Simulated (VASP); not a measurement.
# AlRu (Pm-3m) in VASP: further runs

Runs on AlRu. Level: PBEsol. Tasks: single point.

All numbers are computed with VASP 6.6.1; they aren't measurements. Logs are shortened: lines on timing, memory, paths and dates and some standing lists are left out, and cuts for length are marked.

## 1. The cell of the first run

Symmetry: Pm-3m, No. 221, cubic system. Conventional cell: a = 2.976 Å, b = 2.976 Å, c = 2.976 Å, α = 90.00°, β = 90.00°, γ = 90.00°. Within 3.4 Å of Al (site symmetry m-3m) lie 8 Ru at 2.58 Å and 6 Al at 2.98 Å. Ru (site symmetry m-3m) has 8 Al at 2.58 Å and 6 Ru at 2.98 Å within 3.4 Å.

## 2. Single point, PBEsol

File INCAR:

```
PREC = Accurate ; ENCUT = 520
EDIFF = 1E-6 ; ISMEAR = 0
SIGMA = 0.1 ; LREAL = False
LASPH = True ; NELM = 80
ALGO = Fast ; ISIF = 2
LWAVE = False ; LCHARG = True
GGA = PS ; LELF = True
LVHAR = True ; NBANDS = 16
```

File KPOINTS:

```
Automatic mesh
0
Gamma
  14 14 14
```

File POSCAR:

```
AlRu
1.0
    2.9763145902      0.0000000000      0.0000000000
    0.0000000000      2.9763145902      0.0000000000
    0.0000000000      0.0000000000      2.9763145902
Al Ru
1 1
Direct
    0.0000000000      0.0000000000      0.0000000000
    0.5000000000      0.5000000000      0.5000000000
```

Potentials or basis: VASP PAW PBE potentials, release 64 (Al, Ru_pv).

Launch:

```console
cat potpaw_PBE.64/Al/POTCAR potpaw_PBE.64/Ru_pv/POTCAR > POTCAR
mpirun -np 1 vasp_std > vasp.out
```

OUTCAR:

```text
PREC = Accurate
   ENCUT = 520
   EDIFF = 1E-6
   ISMEAR = 0
   LREAL = False
   LASPH = True
   NELM = 80
   ISIF = 2
   GGA = PS

 ion  position               nearest neighbor table
   1  0.000  0.000  0.000-   2 2.58   2 2.58   2 2.58   2 2.58   2 2.58   2 2.58   2 2.58   2 2.58

   2  0.500  0.500  0.500-   1 2.58   1 2.58   1 2.58   1 2.58   1 2.58   1 2.58   1 2.58   1 2.58

  LATTYP: Found a simple cubic cell.
 ALAT       =     2.9763145902

  Lattice vectors:

 A1 = (   2.9763145902,   0.0000000000,   0.0000000000)
 A2 = (   0.0000000000,   2.9763145902,   0.0000000000)
 A3 = (   0.0000000000,   0.0000000000,   2.9763145902)

Analysis of symmetry for initial positions (statically):
=====================================================================
 Subroutine PRICEL returns:
 Original cell was already a primitive cell.

 Routine SETGRP: Setting up the symmetry group for a
 simple cubic supercell.

 Subroutine GETGRP returns: Found 48 space group operations
 (whereof 48 operations were pure point group operations)
 out of a pool of 48 trial point group operations.

The static configuration has the point symmetry O_h .

Analysis of symmetry for dynamics (positions and initial velocities):
=====================================================================
 Subroutine PRICEL returns:
 Original cell was already a primitive cell.

 Routine SETGRP: Setting up the symmetry group for a
 simple cubic supercell.

 Subroutine GETGRP returns: Found 48 space group operations
 (whereof 48 operations were pure point group operations)
 out of a pool of 48 trial point group operations.

The dynamic configuration has the point symmetry O_h .

 Subroutine INISYM returns: Found 48 space group operations
 (whereof 48 operations are pure point group operations),
 and found     1 'primitive' translations

----------------------------------------------------------------------------------------

                                     Primitive cell

  volume of cell :      26.3655

  direct lattice vectors                    reciprocal lattice vectors
     2.976314590  0.000000000  0.000000000     0.335985989  0.000000000  0.000000000
     0.000000000  2.976314590  0.000000000     0.000000000  0.335985989  0.000000000
     0.000000000  0.000000000  2.976314590     0.000000000  0.000000000  0.335985989

  length of vectors
     2.976314590  2.976314590  2.976314590     0.335985989  0.335985989  0.335985989

  position of ions in fractional coordinates (direct lattice)
     0.000000000  0.000000000  0.000000000
     0.500000000  0.500000000  0.500000000

  ion indices of the primitive-cell ions
   primitive index   ion index
                 1           1
                 2           2

----------------------------------------------------------------------------------------

 KPOINTS: Automatic mesh

Automatic generation of k-mesh.
 Grid dimensions read from file:
 generate k-points for:   14   14   14

 Generating k-lattice:

  Cartesian coordinates                     Fractional coordinates (reciprocal lattice)
     0.023998999  0.000000000  0.000000000     0.071428571  0.000000000  0.000000000
     0.000000000  0.023998999  0.000000000     0.000000000  0.071428571  0.000000000
     0.000000000  0.000000000  0.023998999     0.000000000  0.000000000  0.071428571

  Length of vectors
     0.023998999  0.023998999  0.023998999

  Shift w.r.t. Gamma in fractional coordinates (k-lattice)
     0.000000000  0.000000000  0.000000000

 Subroutine IBZKPT returns following result:
 ===========================================

 Found    120 irreducible k-points:

 Following reciprocal coordinates:
            Coordinates               Weight
  0.000000  0.000000  0.000000      1.000000
  0.071429  0.000000  0.000000      6.000000
  0.142857  0.000000  0.000000      6.000000
  0.214286  0.000000  0.000000      6.000000
  0.285714  0.000000  0.000000      6.000000
  0.357143  0.000000  0.000000      6.000000
[... 16 lines left out ...]
  0.285714  0.214286  0.000000     24.000000
  0.357143  0.214286  0.000000     24.000000
 [... further k-points ...]
   k-points           NKPTS =    120   k-points in BZ     NKDIM =    120   number of bands    NBANDS=     16
   number of dos      NEDOS =    301   number of ions     NIONS =      2
   total plane-waves  NPLWV =  13824
   dimension x,y,z NGX =    24 NGY =   24 NGZ =   24
   dimension x,y,z NGXF=    48 NGYF=   48 NGZF=   48
   ions per type =               1   1
   NGX,Y,Z   is equivalent  to a cutoff of  13.41, 13.41, 13.41 a.u.
   NGXF,Y,Z  is equivalent  to a cutoff of  26.81, 26.81, 26.81 a.u.
 SYSTEM =  unknown system
   PREC   = accura    normal or accurate (medium, high low for compatibility)
   ISTART =      0    job   : 0-new  1-cont  2-samecut
   ICHARG =      2    charge: 1-file 2-atom 10-const
   ISPIN  =      1    spin polarized calculation?
   LNONCOLLINEAR =      F non collinear calculations
   LSORBIT =      F    spin-orbit coupling
   LASPH  =      T    aspherical Exc in radial PAW
   ENCUT  =  520.0 eV  38.22 Ry    6.18 a.u.   5.53  5.53  5.53*2*pi/ulx,y,z
   NELM   =     80;   NELMIN=  2; NELMDL= -5     # of ELM steps
   EDIFF  = 0.1E-05   stopping-criterion for ELM
   LREAL  =      F    real-space projection
   EDIFFG = 0.1E-04   stopping-criterion for IOM
   NSW    =      0    number of steps for IOM
   IBRION =     -1    ionic relax: 0-MD 1-quasi-New 2-CG
   NFREE  =      0    steps in history (QN), initial steepest desc. (CG)
   ISIF   =      2    stress and relaxation
   ISYM   =      2    0-nonsym 1-usesym 2-fastsym
   POTIM  = 0.5000    time-step for ionic-motion
   TEBEG  =    0.0;   TEEND  =   0.0 temperature during run
   PSTRESS=    0.0 pullay stress
   NELECT =      17.0000    total number of electrons
   NUPDOWN=      -1.0000    fix difference up-down
   EMIN   =  10.00;   EMAX   =-10.00  energy-range for DOS
   EFERMI =   0.00;   METHOD = LEGACY
   ISMEAR =     0;   SIGMA  =   0.10  broadening in eV -4-tet -1-fermi 0-gaus
   EFERMI_NEDOS =   21; number of points for ismear=-14 and -15
   IALGO  =     68    algorithm
   IMIX   =      4    mixing-type and parameters
     AMIX     =   0.40;   BMIX     =  1.00
     AMIX_MAG =   1.60;   BMIX_MAG =  1.00
  volume/ion in A,a.u.               =      13.18        88.96
  Fermi-wavevector in a.u.,A,eV,Ry     =   1.414313  2.672665 27.215492  2.000282
  Thomas-Fermi vector in A             =   2.535868
   LORBIT       =      0    0 simple, 1 ext, 2 COOP (PROOUT), +10 PAW based schemes
   GGA     = PS    functional components
   LHFCALC =     F    Hartree Fock is set to
   AEXX    =    0.0000 exact exchange contribution
   IVDW    =     0    specifies the selected vdW correction
   LEPSILON=     F    determine dielectric tensor
   LRPA    =     F    only Hartree local field effects (RPA)
 non-spin polarized calculation
 RMM-DIIS sequential band-by-band and
 Gauss-broadening in eV      SIGMA  =   0.10
  energy-cutoff  :      520.00
  volume of cell :       26.37
 maximum number of plane-waves:       739
 NGX is ok and might be reduce to    24
   NGX = 11   NGY = 11   NGZ = 11

 number of electron      16.9999996 magnetization

 Free energy of the ion-electron system (eV)
  ---------------------------------------------------
  ext. energy  EPLUGINS =         0.00000000
  ---------------------------------------------------
  free energy    TOTEN  =       -15.51853210 eV

  energy without entropy =      -15.50925373  energy(sigma->0) =      -15.51389291

 E-fermi :  10.8133     XC(G=0): -12.7664

 val. band max:       10.8043330232   @ k =   0.5000   0.2857   0.1429
 cond. band min:      10.8244779505   @ k =   0.1429   0.0714   0.0714
 fundamental gap:      0.0201449273
 Fermi energy:        10.8133001901

 k-point     1 :       0.0000    0.0000    0.0000
  band No.  band energies     occupation
      1     -30.8994      2.00000
      2     -30.8994      2.00000
      3     -30.8994      2.00000
      4       1.0404      2.00000
      5       7.1410      2.00000
      6       7.1410      2.00000
[... 8 lines left out ...]
     15      22.8137      0.00000
     16      26.1868      0.00000

 k-point     2 :       0.0714    0.0000    0.0000
  band No.  band energies     occupation
      1     -30.9106      2.00000
      2     -30.8985      2.00000
      3     -30.8985      2.00000
      4       1.1400      2.00000
      5       7.1763      2.00000
      6       7.1775      2.00000
[... 8 lines left out ...]
     15      22.8144      0.00000
     16      26.4944      0.00000

 k-point     3 :       0.1429    0.0000    0.0000
  band No.  band energies     occupation
      1     -30.9420      2.00000
      2     -30.8958      2.00000
      3     -30.8958      2.00000
      4       1.4342      2.00000
      5       7.2589      2.00000
      6       7.2774      2.00000
[... 8 lines left out ...]
     15      22.9995      0.00000
     16      27.4631      0.00000

 k-point     4 :       0.2143    0.0000    0.0000
  band No.  band energies     occupation
      1     -30.9870      2.00000
      2     -30.8920      2.00000
      3     -30.8920      2.00000
      4       1.9092      2.00000
      5       7.2969      2.00000
      6       7.4304      2.00000
[... 8 lines left out ...]
     15      23.5513      0.00000
     16      28.0971      0.00000

 k-point     5 :       0.2857    0.0000    0.0000
  band No.  band energies     occupation
      1     -31.0367      2.00000
      2     -30.8877      2.00000
      3     -30.8877      2.00000
      4       2.5433      2.00000
      5       7.1511      2.00000
      6       7.6109      2.00000
[... 8 lines left out ...]
     15      23.9119      0.00000
     16      26.7900      0.00000

 k-point     6 :       0.3571    0.0000    0.0000
  band No.  band energies     occupation
      1     -31.0811      2.00000
      2     -30.8839      2.00000
      3     -30.8839      2.00000
      4       3.3075      2.00000
      5       6.7082      2.00000
      6       7.7848      2.00000
[... 8 lines left out ...]
     15      25.5197      0.00000
     16      25.5204      0.00000

 k-point     7 :       0.4286    0.0000    0.0000
  band No.  band energies     occupation
      1     -31.1117      2.00000
      2     -30.8813      2.00000
      3     -30.8813      2.00000
      4       4.1594      2.00000
      5       5.9970      2.00000
      6       7.9124      2.00000
[... 8 lines left out ...]
     15      24.3848      0.00000
     16      24.3848      0.00000

 k-point     8 :       0.5000    0.0000    0.0000
  band No.  band energies     occupation
      1     -31.1226      2.00000
      2     -30.8803      2.00000
      3     -30.8803      2.00000
      4       4.8769      2.00000
      5       5.3133      2.00000
      6       7.9596      2.00000
[... 8 lines left out ...]
     15      23.7730      0.00000
     16      24.2228      0.00000

 k-point     9 :       0.0714    0.0714    0.0000
  band No.  band energies     occupation
      1     -30.9102      2.00000
      2     -30.9091      2.00000
      3     -30.8975      2.00000
      4       1.2389      2.00000
      5       7.2105      2.00000
      6       7.2167      2.00000
[... 8 lines left out ...]
     15      22.8146      0.00000
     16      26.7748      0.00000
[... 172 lines left out ...]
 k-point    19 :       0.3571    0.1429    0.0000
  band No.  band energies     occupation
      1     -31.0761      2.00000
      2     -30.9250      2.00000
      3     -30.8803      2.00000
      4       3.6053      2.00000
      5       6.7772      2.00000
      6       7.9654      2.00000
[... 8 lines left out ...]
     15      24.0928      0.00000
     16      25.3403      0.00000

 k-point    20 :       0.4286    0.1429    0.0000
  band No.  band energies     occupation
      1     -31.1064      2.00000
      2     -30.9221      2.00000
      3     -30.8776      2.00000
      4       4.4135      2.00000
      5       6.0752      2.00000
      6       8.1171      2.00000
[... 8 lines left out ...]
     15      22.9391      0.00000
     16      24.2010      0.00000

 k-point    21 :       0.5000    0.1429    0.0000
  band No.  band energies     occupation
      1     -31.1172      2.00000
      2     -30.9210      2.00000
      3     -30.8767      2.00000
      4       5.2155      2.00000
      5       5.3013      2.00000
      6       8.1790      2.00000
[... 8 lines left out ...]
     15      22.8673      0.00000
     16      23.3126      0.00000

 k-point    22 :       0.2143    0.2143    0.0000
  band No.  band energies     occupation
      1     -30.9807      2.00000
      2     -30.9756      2.00000
      3     -30.8845      2.00000
      4       2.7038      2.00000
      5       7.4321      2.00000
      6       7.7996      2.00000
[... 8 lines left out ...]
     15      25.5152      0.00000
     16      25.7691      0.00000

 k-point    23 :       0.2857    0.2143    0.0000
  band No.  band energies     occupation
      1     -31.0271      2.00000
      2     -30.9729      2.00000
      3     -30.8803      2.00000
      4       3.2677      2.00000
      5       7.2507      2.00000
      6       8.0044      2.00000
[... 8 lines left out ...]
     15      24.6495      0.00000
     16      26.2385      0.00000

 k-point    24 :       0.3571    0.2143    0.0000
  band No.  band energies     occupation
      1     -31.0707      2.00000
      2     -30.9684      2.00000
      3     -30.8764      2.00000
      4       3.9260      2.00000
      5       6.8146      2.00000
      6       8.1978      2.00000
[... 8 lines left out ...]
     15      23.5190      0.00000
     16      25.2837      0.00000

 [... further k-points ...]
[... 5 lines left out ...]
  --------------------------------------------------------------------------------------
  -------------------------------------------------------------------------------------
  Total        0.0048487      0.0048487      0.0048487      0.0000000     -0.0000000      0.0000000
  in kB        0.2946427      0.2946427      0.2946427      0.0000000     -0.0000000      0.0000000
  external PRESSURE =       0.2946427 kB  Pullay stress =       0.0000000 kB

 VOLUME and BASIS-vectors are now :
 -----------------------------------------------------------------------------
  energy-cutoff  :      520.00
  volume of cell :       26.37
      direct lattice vectors                 reciprocal lattice vectors
     2.976314590  0.000000000  0.000000000     0.335985989  0.000000000  0.000000000
     0.000000000  2.976314590  0.000000000     0.000000000  0.335985989  0.000000000
     0.000000000  0.000000000  2.976314590     0.000000000  0.000000000  0.335985989

 POSITION                                       TOTAL-FORCE (eV/Angst)
 -----------------------------------------------------------------------------------
      0.00000      0.00000      0.00000         0.000000      0.000000      0.000000
      1.48816      1.48816      1.48816         0.000000      0.000000      0.000000
 -----------------------------------------------------------------------------------
    total drift:                                0.000000     -0.000000     -0.000000

  FREE ENERGIE OF THE ION-ELECTRON SYSTEM (eV)
  ---------------------------------------------------
  free  energy   TOTEN  =       -15.5185321035 eV

  energy  without entropy=      -15.5092537258  energy(sigma->0) =      -15.51389291
```

Run time: 20 s. Hardware: 1 thread of Intel Xeon Platinum 8488C (Sapphire Rapids), shared host; peak memory 0.17 GiB.

What came out:

```
Free energy : -15.5185 eV
Pressure    : 0.0 GPa
```

Levels at points of the mesh, in eV from the Fermi level:
| k point | band 7 | band 8 | band 9 | band 10 | band 11 | band 12 |
| --- | --- | --- | --- | --- | --- | --- |
| (0.00, 0.00, 0.00) | 0.20 | 0.20 | 0.20 | 6.15 | 6.15 | 6.15 |
| (0.50, 0.00, 0.00) | -1.63 | -1.63 | 0.46 | 2.34 | 7.44 | 11.08 |
| (0.50, 0.50, 0.00) | -1.38 | -1.19 | -1.19 | 1.57 | 5.38 | 6.44 |
| (0.50, 0.50, 0.50) | 1.67 | 1.67 | 2.70 | 4.14 | 4.14 | 4.14 |

Caveat: the PAW data sets were made with another functional, which shifts forces and pressure a little.

(Continued in part 2 of 2.)
